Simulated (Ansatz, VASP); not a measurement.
## MgS in VASP and in Ansatz

File INCAR:

```
SYSTEM = MgS
PREC     = Accurate       ! precision mode
ENCUT    = 520            ! plane-wave cutoff, eV
EDIFF    = 1E-6           ! SCF threshold, eV
ISMEAR   = 0              ! smearing method
SIGMA    = 0.1            ! smearing width, eV
LREAL    = .False.        ! projectors in reciprocal space
LASPH    = .True.         ! aspherical terms in the spheres
NELM     = 60             ! most SCF steps
ALGO     = Normal         ! electronic algorithm
ISIF     = 2              ! what is computed and relaxed
LWAVE    = .False.        ! write WAVECAR
LCHARG   = .False.        ! write CHGCAR
GGA      = PS             ! functional
IVDW     = 12             ! dispersion correction
NBANDS   = 11             ! bands
```

KPOINTS

```
regular mesh
0
Gamma
  9 9 9
  0 0 0
```

File POSCAR:

```
MgS
1.0
    0.0000000000      2.6016500000      2.6016500000
    2.6016500000      0.0000000000      2.6016500000
    2.6016500000      2.6016500000      0.0000000000
S Mg
1 1
Direct
    0.5000000000      0.5000000000      0.5000000000
    0.0000000000      0.0000000000      0.0000000000
```

The input input.yaml:

```yaml
crystal:
  lattice:
    - [0.0, 2.60165, 2.60165]
    - [2.60165, 0.0, 2.60165]
    - [2.60165, 2.60165, 0.0]
  atoms:
    - { symbol: S, position: [0.5, 0.5, 0.5] }
    - { symbol: Mg, position: [0.0, 0.0, 0.0] }
kpoints:
  mp_grid: { grid: [9, 9, 9] }
  band_path:
    path:
      - [0.0, 0.0, 0.0]
      - [0.5, 0.0, 0.5]
      - [0.5, 0.25, 0.75]
      - [0.375, 0.375, 0.75]
      - [0.0, 0.0, 0.0]
      - [0.5, 0.5, 0.5]
      - [0.625, 0.25, 0.625]
      - [0.5, 0.25, 0.75]
    npoints: 12
scf:
  occupations: { method: gaussian, width: 0.1 }
hamiltonian:
  xc: pbesol
  dispersion: d3bj
  pseudopotentials: { kind: all_electron, lapw: { basis_error: 0.001 } }
output:
  forces: true
  stress: true
  eigenvalues: true
```

Alike in both runs: functional PBEsol; dispersion D3(BJ); k mesh 9 × 9 × 9; occupations gaussian, width 0.1 eV; no spin polarisation.

```csv
,VASP,Ansatz
version,VASP 6.6.1,Ansatz 0.2.0
potentials or method,"VASP PAW PBE potentials, release 64 (S, Mg), cutoff 520 eV","all-electron LAPW, scalar-relativistic"
task,single point,band structure
```

VASP gave:

| Property | Result |
| --- | --- |
| gap on the k mesh at the Fermi level (eV) | 2.83 |
| least direct gap on the mesh (eV) | 3.59 |
| pressure (GPa) | -3.9 |

Q: Estimate Ansatz's values.

A: gap on the k mesh at the Fermi level (eV): 2.83; least direct gap on the mesh (eV): 3.59; pressure (GPa): -3.8.

VASP's potentials were made for PBE, not for PBEsol. Ansatz ran all-electron here, and VASP with PAW potentials.
